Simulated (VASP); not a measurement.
# Y3Si2F (R-3m) in VASP: a series of runs

The runs below take Y3Si2F through single point, with PBE.

All numbers are computed with VASP 6.6.1; they aren't measurements. Logs are shortened: lines on timing, memory, paths and dates and some standing lists are left out, and cuts for length are marked.

## (1) The cell of the first run

It takes space group R-3m (No. 166, trigonal). The conventional cell has a = 4.557 Å, b = 4.557 Å, c = 28.022 Å, α = 90.00°, β = 90.00°, γ = 120.00°. Within 3.9 Å of Y (site symmetry -3m) lie 6 Si at 2.96 Å and 6 Y at 3.62 Å. Within 2.9 Å of Y (site symmetry 3m) lie 1 F at 2.18 Å and 3 Si at 2.87 Å. Si (site symmetry 3m) has 6 Y at 2.87 to 2.96 Å and 3 Si at 3.78 Å within 3.8 Å. Within 2.9 Å of F (site symmetry -3m) lie 2 Y at 2.18 Å.

## (2) Single point, PBE

INCAR

```
SYSTEM = Y3Si2F
PREC = Accurate ; ENCUT = 520
EDIFF = 1E-7 ; ISMEAR = 0
SIGMA = 0.1 ; LREAL = .False.
LASPH = .True. ; NELM = 60
ALGO = Normal ; ISIF = 2
LWAVE = .False. ; LCHARG = .True.
GGA = PE ; LELF = .True.
LVHAR = .True. ; NBANDS = 33
```

KPOINTS

```
Automatic mesh
0
Gamma
  3 3 3
  0 0 0
```

POSCAR

```
Y3Si2F
1.0
    2.2786639924      1.3155872713      9.3405504140
   -2.2786639924      1.3155872713      9.3405504140
    0.0000000000     -2.6311745369      9.3405504148
Y Si F
3 2 1
Direct
    0.0000000000      0.0000000000      0.0000000000
    0.4222388799      0.4222388799      0.4222388799
    0.5777611201      0.5777611201      0.5777611201
    0.7150707268      0.7150707268      0.7150707268
    0.2849292732      0.2849292732      0.2849292732
    0.5000000000      0.5000000000      0.5000000000
```

Potentials or basis: VASP PAW PBE potentials, release 64 (Y_sv, Si, F).

Command:

```
$ cat potpaw_PBE.64/Y_sv/POTCAR potpaw_PBE.64/Si/POTCAR potpaw_PBE.64/F/POTCAR > POTCAR
$ mpirun -np 1 vasp_std > vasp.out
```

OUTCAR:

```text
SYSTEM = Y3Si2F
   PREC = Accurate
   ENCUT = 520
   EDIFF = 1E-7
   ISMEAR = 0
   LREAL = .False.
   LASPH = .True.
   NELM = 60
   ISIF = 2
   GGA = PE

 ion  position               nearest neighbor table
   1  0.000  0.000  0.000-   4 2.96   5 2.96   4 2.96   4 2.96   5 2.96   5 2.96   2 3.62   3 3.62
                             2 3.62   3 3.62   2 3.62   3 3.62
   2  0.422  0.422  0.422-   6 2.18   4 2.87   4 2.87   4 2.87   1 3.62   1 3.62   1 3.62
   3  0.578  0.578  0.578-   6 2.18   5 2.87   5 2.87   5 2.87   1 3.62   1 3.62   1 3.62
   4  0.715  0.715  0.715-   2 2.87   2 2.87   2 2.87   1 2.96   1 2.96   1 2.96
   5  0.285  0.285  0.285-   3 2.87   3 2.87   3 2.87   1 2.96   1 2.96   1 2.96
   6  0.500  0.500  0.500-   2 2.18   3 2.18

  LATTYP: Found a trigonal (rhomboedric) cell.
 ALAT       =     9.7040693266
 COS(alpha) =     0.8897235457

  Lattice vectors:

 A1 = (   2.2786639924,   1.3155872713,   9.3405504140)
 A2 = (  -2.2786639924,   1.3155872713,   9.3405504140)
 A3 = (   0.0000000000,  -2.6311745369,   9.3405504148)

Analysis of symmetry for initial positions (statically):
=====================================================================
 Subroutine PRICEL returns:
 Original cell was already a primitive cell.

 Routine SETGRP: Setting up the symmetry group for a
 trigonal (rhombohedral) supercell.

 Subroutine GETGRP returns: Found 12 space group operations
 (whereof 12 operations were pure point group operations)
 out of a pool of 12 trial point group operations.

The static configuration has the point symmetry D_3d.

Analysis of symmetry for dynamics (positions and initial velocities):
=====================================================================
 Subroutine PRICEL returns:
 Original cell was already a primitive cell.

 Routine SETGRP: Setting up the symmetry group for a
 trigonal (rhombohedral) supercell.

 Subroutine GETGRP returns: Found 12 space group operations
 (whereof 12 operations were pure point group operations)
 out of a pool of 12 trial point group operations.

The dynamic configuration has the point symmetry D_3d.

 Subroutine INISYM returns: Found 12 space group operations
 (whereof 12 operations are pure point group operations),
 and found     1 'primitive' translations

----------------------------------------------------------------------------------------

                                     Primitive cell

  volume of cell :     168.0056

  direct lattice vectors                    reciprocal lattice vectors
     2.278663992  1.315587271  9.340550414     0.219426823  0.126686135  0.035686691
    -2.278663992  1.315587271  9.340550414    -0.219426823  0.126686135  0.035686691
     0.000000000 -2.631174537  9.340550415     0.000000000 -0.253372270  0.035686691

  length of vectors
     9.704069327  9.704069327  9.704069327     0.255873108  0.255873108  0.255873108

  position of ions in fractional coordinates (direct lattice)
     0.000000000  0.000000000  0.000000000
     0.422238880  0.422238880  0.422238880
     0.577761120  0.577761120  0.577761120
     0.715070727  0.715070727  0.715070727
     0.284929273  0.284929273  0.284929273
     0.500000000  0.500000000  0.500000000

  ion indices of the primitive-cell ions
   primitive index   ion index
                 1           1
                 2           2
                 3           3
                 4           4
                 5           5
                 6           6

----------------------------------------------------------------------------------------

 KPOINTS: Automatic mesh

Automatic generation of k-mesh.
 Grid dimensions read from file:
 generate k-points for:    3    3    3

 Generating k-lattice:

  Cartesian coordinates                     Fractional coordinates (reciprocal lattice)
     0.073142274  0.042228712  0.011895564     0.333333333  0.000000000  0.000000000
    -0.073142274  0.042228712  0.011895564     0.000000000  0.333333333  0.000000000
     0.000000000 -0.084457423  0.011895564     0.000000000  0.000000000  0.333333333

  Length of vectors
     0.085291036  0.085291036  0.085291036

  Shift w.r.t. Gamma in fractional coordinates (k-lattice)
     0.000000000  0.000000000  0.000000000

 Subroutine IBZKPT returns following result:
 ===========================================

 Found      6 irreducible k-points:

 Following reciprocal coordinates:
            Coordinates               Weight
  0.000000  0.000000  0.000000      1.000000
  0.333333  0.000000  0.000000      6.000000
  0.333333  0.333333  0.000000      6.000000
 -0.333333  0.333333  0.000000      6.000000
  0.333333  0.333333  0.333333      2.000000
 -0.333333  0.333333  0.333333      6.000000
   k-points           NKPTS =      6   k-points in BZ     NKDIM =      6   number of bands    NBANDS=     33
   number of dos      NEDOS =    301   number of ions     NIONS =      6
   total plane-waves  NPLWV = 373248
   dimension x,y,z NGX =    72 NGY =   72 NGZ =   72
   dimension x,y,z NGXF=   144 NGYF=  144 NGZF=  144
   ions per type =               3   2   1
   NGX,Y,Z   is equivalent  to a cutoff of  12.33, 12.33, 12.33 a.u.
   NGXF,Y,Z  is equivalent  to a cutoff of  24.67, 24.67, 24.67 a.u.
 SYSTEM =  Y3Si2F
   PREC   = accura    normal or accurate (medium, high low for compatibility)
   ISTART =      0    job   : 0-new  1-cont  2-samecut
   ICHARG =      2    charge: 1-file 2-atom 10-const
   ISPIN  =      1    spin polarized calculation?
   LNONCOLLINEAR =      F non collinear calculations
   LSORBIT =      F    spin-orbit coupling
   LASPH  =      T    aspherical Exc in radial PAW
   ENCUT  =  520.0 eV  38.22 Ry    6.18 a.u.  18.04 18.04 18.04*2*pi/ulx,y,z
   NELM   =     60;   NELMIN=  2; NELMDL= -5     # of ELM steps
   EDIFF  = 0.1E-06   stopping-criterion for ELM
   LREAL  =      F    real-space projection
   EDIFFG = 0.1E-05   stopping-criterion for IOM
   NSW    =      0    number of steps for IOM
   IBRION =     -1    ionic relax: 0-MD 1-quasi-New 2-CG
   NFREE  =      0    steps in history (QN), initial steepest desc. (CG)
   ISIF   =      2    stress and relaxation
   ISYM   =      2    0-nonsym 1-usesym 2-fastsym
   POTIM  = 0.5000    time-step for ionic-motion
   TEBEG  =    0.0;   TEEND  =   0.0 temperature during run
   PSTRESS=    0.0 pullay stress
   NELECT =      48.0000    total number of electrons
   NUPDOWN=      -1.0000    fix difference up-down
   EMIN   =  10.00;   EMAX   =-10.00  energy-range for DOS
   EFERMI =   0.00;   METHOD = LEGACY
   ISMEAR =     0;   SIGMA  =   0.10  broadening in eV -4-tet -1-fermi 0-gaus
   EFERMI_NEDOS =   21; number of points for ismear=-14 and -15
   IALGO  =     38    algorithm
   IMIX   =      4    mixing-type and parameters
     AMIX     =   0.40;   BMIX     =  1.00
     AMIX_MAG =   1.60;   BMIX_MAG =  1.00
  volume/ion in A,a.u.               =      28.00       188.96
  Fermi-wavevector in a.u.,A,eV,Ry     =   1.078236  2.037571 15.818050  1.162594
  Thomas-Fermi vector in A             =   2.214170
   LORBIT       =      0    0 simple, 1 ext, 2 COOP (PROOUT), +10 PAW based schemes
   GGA     = PE    functional components
   LHFCALC =     F    Hartree Fock is set to
   AEXX    =    0.0000 exact exchange contribution
   IVDW    =     0    specifies the selected vdW correction
   LEPSILON=     F    determine dielectric tensor
   LRPA    =     F    only Hartree local field effects (RPA)
 non-spin polarized calculation
 Gauss-broadening in eV      SIGMA  =   0.10
  energy-cutoff  :      520.00
  volume of cell :      168.01
 maximum number of plane-waves:      4559
   NGX = 37   NGY = 37   NGZ = 37

 number of electron      48.0000003 magnetization

 Free energy of the ion-electron system (eV)
  ---------------------------------------------------
  ext. energy  EPLUGINS =         0.00000000
  ---------------------------------------------------
  free energy    TOTEN  =       -39.56974991 eV

  energy without entropy =      -39.56971252  energy(sigma->0) =      -39.56973122

 E-fermi :   3.0081     XC(G=0):  -8.5505

 val. band max:        2.7892013606   @ k =   0.0000   0.0000   0.0000
 cond. band min:       3.2637992156   @ k =  -0.3333   0.3333   0.3333
 fundamental gap:      0.4745978550
 Fermi energy:         3.0081234403

 k-point     1 :       0.0000    0.0000    0.0000
  band No.  band energies     occupation
      1     -40.1635      2.00000
      2     -40.1584      2.00000
      3     -39.3023      2.00000
      4     -23.0165      2.00000
      5     -20.3207      2.00000
      6     -20.1142      2.00000
[... 25 lines left out ...]
     32       5.4650      0.00000
     33       5.4704      0.00000

 k-point     2 :       0.3333    0.0000    0.0000
  band No.  band energies     occupation
      1     -40.1619      2.00000
      2     -40.1571      2.00000
      3     -39.3012      2.00000
      4     -23.0138      2.00000
      5     -20.3068      2.00000
      6     -20.1528      2.00000
[... 25 lines left out ...]
     32       6.1208      0.00000
     33       6.5252      0.00000

 k-point     3 :       0.3333    0.3333    0.0000
  band No.  band energies     occupation
      1     -40.1619      2.00000
      2     -40.1572      2.00000
      3     -39.3012      2.00000
      4     -23.0136      2.00000
      5     -20.3134      2.00000
      6     -20.1565      2.00000
[... 25 lines left out ...]
     32       6.1978      0.00000
     33       6.5041      0.00000

 k-point     4 :      -0.3333    0.3333    0.0000
  band No.  band energies     occupation
      1     -40.1612      2.00000
      2     -40.1565      2.00000
      3     -39.3006      2.00000
      4     -23.0122      2.00000
      5     -20.3080      2.00000
      6     -20.1530      2.00000
[... 25 lines left out ...]
     32       6.0401      0.00000
     33       6.0771      0.00000

 k-point     5 :       0.3333    0.3333    0.3333
  band No.  band energies     occupation
      1     -40.1632      2.00000
      2     -40.1587      2.00000
      3     -39.3023      2.00000
      4     -23.0167      2.00000
      5     -20.3118      2.00000
      6     -20.1126      2.00000
[... 25 lines left out ...]
     32       5.5580      0.00000
     33       5.5580      0.00000

 k-point     6 :      -0.3333    0.3333    0.3333
  band No.  band energies     occupation
      1     -40.1618      2.00000
      2     -40.1573      2.00000
      3     -39.3012      2.00000
      4     -23.0137      2.00000
      5     -20.3109      2.00000
      6     -20.1570      2.00000
[... 25 lines left out ...]
     32       6.1604      0.00000
     33       6.3824      0.00000

------------------------ aborting loop because EDIFF is reached ----------------------------------------

  FORCE on cell =-STRESS in cart. coord.  units (eV):
  Direction    XX          YY          ZZ          XY          YZ          ZX
  --------------------------------------------------------------------------------------
  -------------------------------------------------------------------------------------
  Total       -0.1485975     -0.1485975      0.1166542      0.0000000      0.0000000      0.0000000
  in kB       -1.4170934     -1.4170934      1.1124672      0.0000000      0.0000000      0.0000000
  external PRESSURE =      -0.5739066 kB  Pullay stress =       0.0000000 kB

 VOLUME and BASIS-vectors are now :
 -----------------------------------------------------------------------------
  energy-cutoff  :      520.00
  volume of cell :      168.01
      direct lattice vectors                 reciprocal lattice vectors
     2.278663992  1.315587271  9.340550414     0.219426823  0.126686135  0.035686691
    -2.278663992  1.315587271  9.340550414    -0.219426823  0.126686135  0.035686691
     0.000000000 -2.631174537  9.340550415     0.000000000 -0.253372270  0.035686691

 POSITION                                       TOTAL-FORCE (eV/Angst)
 -----------------------------------------------------------------------------------
      0.00000      0.00000      0.00000        -0.000000     -0.000000      0.000000
      0.00000      0.00000     11.83183        -0.000000     -0.000000     -0.010652
      0.00000      0.00000     16.18982        -0.000000      0.000000      0.010652
      0.00000      0.00000     20.03746        -0.000000     -0.000000     -0.003592
      0.00000      0.00000      7.98419        -0.000000      0.000000      0.003592
      0.00000      0.00000     14.01083         0.000000      0.000000      0.000000
 -----------------------------------------------------------------------------------
    total drift:                               -0.000000     -0.000000      0.000000

  FREE ENERGIE OF THE ION-ELECTRON SYSTEM (eV)
  ---------------------------------------------------
  free  energy   TOTEN  =       -39.5697499070 eV

  energy  without entropy=      -39.5697125245  energy(sigma->0) =      -39.56973122
```

Wall time 4.5 min (1 thread of Intel Xeon Platinum 8375C at 2.90GHz (Ice Lake), shared host); peak memory 0.74 GiB.

Results:

| Quantity | Value |
| --- | --- |
| Free energy | -39.5697 eV |
| Pressure | -0.1 GPa |
| Largest force | 0.011 eV/Å |
| Band gap on the k mesh | 0.47 eV, indirect (least direct gap 0.50 eV) |

Forces in eV/Å, atoms in the order of the input:
```
Y    0.000  0.000  0.000
Y    0.000  0.000 -0.011
Y    0.000  0.000  0.011
Si   0.000  0.000 -0.004
Si   0.000  0.000  0.004
F    0.000  0.000  0.000
```

Caveat: the k points lie up to 0.54 Å⁻¹ apart. As with any semilocal functional, this PBE gap is likely too small.

## (3) Single point, PBE

This run uses another cell than the first one, of 42.75 Å³/atom, 1.527 times its volume.

INCAR

```
PREC = Accurate
ENCUT = 520
EDIFF = 1E-7
ISMEAR = 0
SIGMA = 0.1
LREAL = False
LASPH = True
NELM = 60
ALGO = Normal
ISIF = 2
LWAVE = False
LCHARG = True
GGA = PE
LELF = True
LVHAR = True
NBANDS = 33
```

KPOINTS

```
Automatic mesh
0
Gamma
  3 3 3
```

POSCAR

```
Y3Si2F
1.0
    2.9749872300      1.7176096800      8.3665403800
   -2.9749872300      1.7176096800      8.3665403800
    0.0000000000     -3.4352193500      8.3665403800
Y Si F
3 2 1
Direct
    0.0000000000      0.0000000000      0.0000000000
    0.3360446100      0.3360446100      0.3360446100
    0.6639553900      0.6639553900      0.6639553900
    0.7413685700      0.7413685700      0.7413685700
    0.2586314300      0.2586314300      0.2586314300
    0.5000000000      0.5000000000      0.5000000000
```

Potentials or basis: VASP PAW PBE potentials, release 64 (Y_sv, Si, F).

Command:

```
$ cat potpaw_PBE.64/Y_sv/POTCAR potpaw_PBE.64/Si/POTCAR potpaw_PBE.64/F/POTCAR > POTCAR
$ mpirun -np 1 vasp_std > vasp.out
```

It took 4.9 min on 1 thread of Intel Xeon Platinum 8375C at 2.90GHz (Ice Lake), shared host; peak memory 0.7 GiB.

Results (log left out):

```
Free energy            : -20.4569 eV
Pressure               : 7.2 GPa
Largest force          : 15.106 eV/Å
Band gap on the k mesh : zero (band 24 reaches 0.28 eV, above the bottom of band 25 at -0.46 eV)
```

Forces on the atoms (eV/Å):
```
Y     0.000   0.000   0.000
Y     0.000   0.000  15.106
Y     0.000   0.000 -15.106
Si    0.000   0.000  12.282
Si    0.000   0.000 -12.282
F     0.000   0.000   0.000
```

Stress tensor (GPa, compression positive):
```
-2.91  0.00  0.00
 0.00 -2.91  0.00
 0.00  0.00 27.43
```

Levels at points of the mesh, in eV from the Fermi level:
| k point | band 20 | band 21 | band 22 | band 23 | band 24 | band 25 | band 26 | band 27 | band 28 | band 29 |
| --- | --- | --- | --- | --- | --- | --- | --- | --- | --- | --- |
| (0.00, 0.00, 0.00) | -0.97 | -0.49 | -0.26 | -0.26 | 0.73 | 0.92 | 0.92 | 0.92 | 1.00 | 1.00 |

Caveat: the k points lie up to 0.41 Å⁻¹ apart; forces of over 1 eV/Å act on the atoms, so gaps and moduli don't describe the material at rest.

(Part 1 of 2 ends here.)
